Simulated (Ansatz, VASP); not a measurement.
# Two plane-wave programs on Ce3GaI3

POSCAR

```
Ce3GaI3
1.0
    6.3973890000      0.0000000000      0.0000000000
    0.0000000000      6.3973890000      0.0000000000
    0.0000000000      0.0000000000      6.3973890000
Ce Ga I
3 1 3
Direct
    0.5000000000      0.5000000000      0.0000000000
    0.0000000000      0.5000000000      0.5000000000
    0.5000000000      0.0000000000      0.5000000000
    0.5000000000      0.5000000000      0.5000000000
    0.5000000000      0.0000000000      0.0000000000
    0.0000000000      0.5000000000      0.0000000000
    0.0000000000      0.0000000000      0.5000000000
```

INCAR.step1

```
  PREC = Accurate
  ENCUT = 520
  ISMEAR = 0
  SIGMA = 0.0481
  LREAL = F
  LASPH = T
  NELM = 100
  NBANDS = 44
  GGA = PE
  ALGO = Normal
  EDIFF = 1E-4
  LWAVE = T
  LCHARG = F
```

INCAR.step2

```
  PREC = Accurate
  ENCUT = 520
  EDIFF = 1E-6
  ISMEAR = 0
  SIGMA = 0.0481
  LREAL = F
  LASPH = T
  NELM = 100
  ALGO = Normal
  ISIF = 2
  LWAVE = F
  LCHARG = F
  METAGGA = R2SCAN
  LMIXTAU = T
  NBANDS = 44
  ISTART = 1
```

KPOINTS

```
regular mesh
0
Gamma
  3 3 3
```

Input for Ansatz:

```yaml
crystal:
  lattice:
    - [6.397389, 0.0, 0.0]
    - [0.0, 6.397389, 0.0]
    - [0.0, 0.0, 6.397389]
  atoms:
    - { symbol: Ce, position: [0.5, 0.5, 0.0] }
    - { symbol: Ce, position: [0.0, 0.5, 0.5] }
    - { symbol: Ce, position: [0.5, 0.0, 0.5] }
    - { symbol: Ga, position: [0.5, 0.5, 0.5] }
    - { symbol: I, position: [0.5, 0.0, 0.0] }
    - { symbol: I, position: [0.0, 0.5, 0.0] }
    - { symbol: I, position: [0.0, 0.0, 0.5] }
  symmetry: { tolerance: 0.0003 }
kpoints:
  mp_grid: { grid: [3, 3, 3], shift: [0, 0, 0] }
magnetization:
  spin_polarized: false
scf:
  occupations: { method: gaussian, width: 0.0481 }
hamiltonian:
  pseudopotentials: { kind: paw }
  xc: r2scan
basis:
  ecutwfc: 500
output:
  forces: true
  stress: true
  eigenvalues: true
```

Alike in both runs: task single point; functional r2SCAN; k mesh 3 × 3 × 3; occupations gaussian, width 0.0481 eV; no spin polarisation.

|  | VASP | Ansatz |
| --- | --- | --- |
| version | VASP 6.6.1 | Ansatz 0.2.0 |
| potentials or method | VASP PAW PBE potentials, release 64 (Ce, Ga_d, I), cutoff 520 eV | PAW plane waves |
| valence electrons in the cell | 70 | 100 |

Ansatz gave:

* gap on the k mesh at the Fermi level (eV): none
* pressure (GPa): -2.3

Estimate VASP's values.

gap on the k mesh at the Fermi level (eV): none; pressure (GPa): -2.4.

VASP's potentials were made for PBE, not for r2SCAN. A gap of «none» marks a metal or a gap that the smearing closes. With one functional, cell and mesh, what is left measures potentials, basis and numerics. VASP's potentials hold 70 valence electrons a cell and Ansatz's 100, so a difference there can come from the potentials and not from the codes.

Neither program's run includes spin-orbit coupling.
